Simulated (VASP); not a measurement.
Write the native input for VASP 6.6.1 that does the following.

```yaml
Task: single point
Functional: PBE
Potentials_or_basis: VASP PAW PBE potentials, release 64 (Ag_sv_GW, Cl)
Cutoff: 630 eV
k_mesh: 8 × 8 × 8
Occupations: fermi-dirac, width 0.02 eV
Spin: no spin polarisation
Dipole_correction: no
Further_INCAR_settings: ALGO = Normal; EDIFF = 1e-06; NBANDS = 20
```

The structure of AgCl lies in POSCAR:

```
AgCl
1.0
    3.4057849092      0.0390593693      0.0390593693
    0.0390593693      3.4057849092      0.0390593693
    0.0390593693      0.0390593693      3.4057849092
Ag Cl
1 1
Direct
    0.0000000000      0.0000000000      0.0000000000
    0.5000000000      0.5000000000      0.5000000000
```

This cell differs from its parent crystal: epitaxial 111 strain -0.9%.

One way to write it, as run:

INCAR

```
SYSTEM = AgCl
PREC = Accurate
ENCUT = 630
EDIFF = 1E-6
ISMEAR = -1
SIGMA = 0.02
LREAL = .False.
LASPH = .True.
NELM = 120
ALGO = Normal
ISIF = 2
LWAVE = .False.
LCHARG = .True.
GGA = PE
LELF = .True.
LVHAR = .True.
NBANDS = 20
GGA_COMPAT = .False.
```

KPOINTS

```
regular mesh
0
Gamma
  8 8 8
  0 0 0
```

Potentials or basis: VASP PAW PBE potentials, release 64 (Ag_sv_GW, Cl).

Launch:

```sh
$ cat potpaw_PBE.64/Ag_sv_GW/POTCAR potpaw_PBE.64/Cl/POTCAR > POTCAR
$ mpirun -np 1 vasp_std > vasp.out
```

It gave:

```
Pressure               : 1.0 GPa
Band gap on the k mesh : 0.52 eV (least direct gap 2.08 eV)
```

Caveat: the cell differs from its parent crystal (epitaxial 111 strain -0.9%); the structure was generated, so it needn't be the stable form of AgCl; semilocal functionals underestimate gaps, and a narrow one can read as zero.

Wall time 30 s on 1 thread of AMD EPYC 9R45 96-Core Processor (Zen 5), on a shared host, peak memory 0.19 GiB.
